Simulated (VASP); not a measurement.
Write the native input for VASP 6.6.1 that does the following.

* Task: relaxation of cell and atoms
* Functional: PBE
* Potentials or basis: VASP PAW PBE potentials, release 64 (Zn, S)
* Cutoff: 500 eV
* k mesh: 18 × 18 × 18
* Occupations: gaussian, width 0.1 eV
* Spin: no spin polarisation
* Dipole correction: no
* Further INCAR settings: ALGO = Normal; EDIFF = 1e-07; IBRION = 2; EDIFFG = -0.01; NSW = 100; ISIF = 3

The structure of ZnS lies in POSCAR:

```
ZnS
1.0
    3.5536644988      0.0000000000      0.0000000000
   -1.7768322494      3.0775637325      0.0000000000
    0.0000000000      0.0000000000      3.1504790243
Zn S
1 1
Direct
    0.6666666667      0.3333333333      0.0000000000
    0.0000000000      0.0000000000      0.5000000000
```

These files were run (other wordings do the same):

INCAR

```
ALGO = Normal
EDIFF = 1E-7
EDIFFG = -0.01
ENCUT = 500
GGA = PE
GGA_COMPAT = False
IBRION = 2
ISIF = 3
ISMEAR = 0
LASPH = True
LCHARG = False
LREAL = False
LWAVE = False
NELM = 120
NELMIN = 4
NSW = 100
PREC = Accurate
SIGMA = 0.1
```

KPOINTS

```
k-points
0
Gamma
  18 18 18
```

Potentials or basis: VASP PAW PBE potentials, release 64 (Zn, S).

Run with:

```bash
$ cat potpaw_PBE.64/Zn/POTCAR potpaw_PBE.64/S/POTCAR > POTCAR
$ mpirun -np 1 vasp_std > vasp.out
```

It gave:

```yaml
Relaxed_volume: 17.39 Å³/atom
Relaxed_cell: a = 3.552 Å, b = 3.552 Å, c = 3.183 Å, α = 90.00°, β = 90.00°, γ = 120.00°
Space_group_after_relaxing_to_0.05_Å: P-6m2 (No. 187)
Energy_gained_by_relaxing: 1.2 meV/atom
Ionic_steps: 4
Pressure_after_relaxing: 0.0 GPa
Band_gap_on_the_k_mesh: zero (band 9 reaches 4.25 eV, above the bottom of band 10 at 3.17 eV)
```

Run time: 4.8 min on 1 thread of Intel Xeon 6975P-C (shared host), peak memory 0.29 GiB.
